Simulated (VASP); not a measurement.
Write the native input for VASP 6.6.1 that does the following.

| Item | Value |
| --- | --- |
| Task | single point |
| Functional | PBE |
| Potentials or basis | VASP PAW PBE potentials, release 64 (Zr_sv, S) |
| Cutoff | 520 eV |
| k mesh | 12 × 12 × 8 |
| Occupations | gaussian, width 0.1 eV |
| Spin | no spin polarisation |
| Dipole correction | no |
| Further INCAR settings | ALGO = Normal; EDIFF = 1e-07; NBANDS = 32 |

The structure of Zr3S2 lies in POSCAR:

```
Zr3S2
1.0
    4.9886148141      0.0000000000      0.0000000000
   -2.4943074070      4.3202671587      0.0000000000
    0.0000000000      0.0000000000      4.8622349865
Zr S
3 2
Direct
    0.3333333333      0.6666666667      0.5000000000
    0.6666666667      0.3333333333      0.5000000000
    0.0000000000      0.0000000000      0.0000000000
    0.3333333333      0.6666666667      0.0000000000
    0.6666666667      0.3333333333      0.0000000000
```

The cell was built from a structure type or drawn by symmetry, and may not be a known phase.

The input as run:

INCAR

```
SYSTEM = Zr3S2
PREC = Accurate
ENCUT = 520
EDIFF = 1E-7
ISMEAR = 0
SIGMA = 0.1
LREAL = .FALSE.
LASPH = .TRUE.
NELM = 60
ALGO = Normal
ISIF = 2
LWAVE = .FALSE.
LCHARG = .FALSE.
GGA = PE
NBANDS = 32
```

KPOINTS

```
Automatic mesh
0
G
  12 12 8
  0 0 0
```

Potentials or basis: VASP PAW PBE potentials, release 64 (Zr_sv, S).

Run with:

```console
$ cat potpaw_PBE.64/Zr_sv/POTCAR potpaw_PBE.64/S/POTCAR > POTCAR
$ mpirun -np 1 vasp_std > vasp.out
```

It gave:

| Property | Result |
| --- | --- |
| Pressure | 0.0 GPa |
| Band gap on the k mesh | zero (bands 24 and 25 overlap by 1.29 eV) |

Wall time 3.2 min on 1 thread of AMD EPYC 9R45 96-Core Processor (Zen 5), on a shared host, peak memory 0.37 GiB.
